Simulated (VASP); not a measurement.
## Zr3S2: single point with PBE

Zr3S2:

```
Zr S
1.0
     0.00005   -3.56648   -0.00043
     7.15548   -0.00011    0.00023
    -1.78887    1.78460    7.61936
Zr S
6 4
Direct
  0.62852 0.31414 0.25657
  0.62846 0.81408 0.25645
  0.37157 0.18594 0.74356
  0.37146 0.68584 0.74345
  0.00002 0.00001 0.00007
  0.99997 0.49999 0.99994
  0.17677 0.08811 0.35298
  0.17667 0.58831 0.35278
  0.82321 0.41178 0.64692
  0.82335 0.91180 0.64727
```

```json
{
  "Program": "VASP 6.6.1",
  "Task": "single point",
  "Functional": "PBE",
  "Potentials or basis": "VASP PAW PBE potentials, release 64 (Zr_sv, S)",
  "Cutoff": "520 eV",
  "k mesh": "6 × 4 × 6",
  "Occupations": "gaussian, width 0.2 eV",
  "Spin": "no spin polarisation"
}
```

```
Pressure               : -0.1 GPa
Largest force          : 0.025 eV/Å
Band gap on the k mesh : zero (bands 48 and 49 overlap by 1.09 eV)
```

Forces in eV/Å, atoms in the order of the input:
```
Zr  -0.001  0.001 -0.021
Zr   0.002  0.001 -0.022
Zr  -0.003 -0.001  0.017
Zr   0.002 -0.002  0.025
Zr   0.001  0.000 -0.001
Zr  -0.001  0.000 -0.002
S    0.006  0.002  0.018
S   -0.007  0.002  0.024
S   -0.003 -0.001 -0.014
S    0.003 -0.002 -0.024
```

Levels at points of the mesh, in eV from the Fermi level:
| k point | band 45 | band 46 | band 47 | band 48 | band 49 | band 50 | band 51 | band 52 |
| --- | --- | --- | --- | --- | --- | --- | --- | --- |
| (0.00, 0.00, 0.00) | -0.47 | -0.15 | 0.02 | 0.32 | 0.35 | 0.69 | 0.74 | 0.99 |
| (0.50, 0.00, 0.00) | -0.49 | -0.46 | -0.34 | -0.15 | -0.01 | 0.74 | 1.28 | 1.50 |
| (0.00, 0.50, 0.00) | -0.55 | -0.55 | 0.12 | 0.12 | 0.19 | 0.20 | 0.68 | 0.69 |
| (0.50, 0.50, 0.00) | -1.04 | -1.04 | -0.84 | -0.84 | -0.49 | -0.49 | 1.85 | 1.85 |
| (0.00, 0.00, 0.50) | -0.47 | -0.15 | 0.02 | 0.54 | 0.57 | 0.73 | 0.74 | 0.79 |
| (0.50, 0.00, 0.50) | -0.49 | -0.46 | -0.34 | -0.15 | -0.01 | 0.74 | 1.28 | 1.50 |
| (0.00, 0.50, 0.50) | -0.36 | -0.36 | 0.38 | 0.39 | 0.44 | 0.44 | 0.55 | 0.55 |
| (0.50, 0.50, 0.50) | -1.04 | -1.04 | -0.84 | -0.84 | -0.49 | -0.49 | 1.85 | 1.85 |

Wall time 8.2 min on 1 thread of AMD EPYC 9R45 96-Core Processor (Zen 5), on a shared host, peak memory 0.66 GiB.
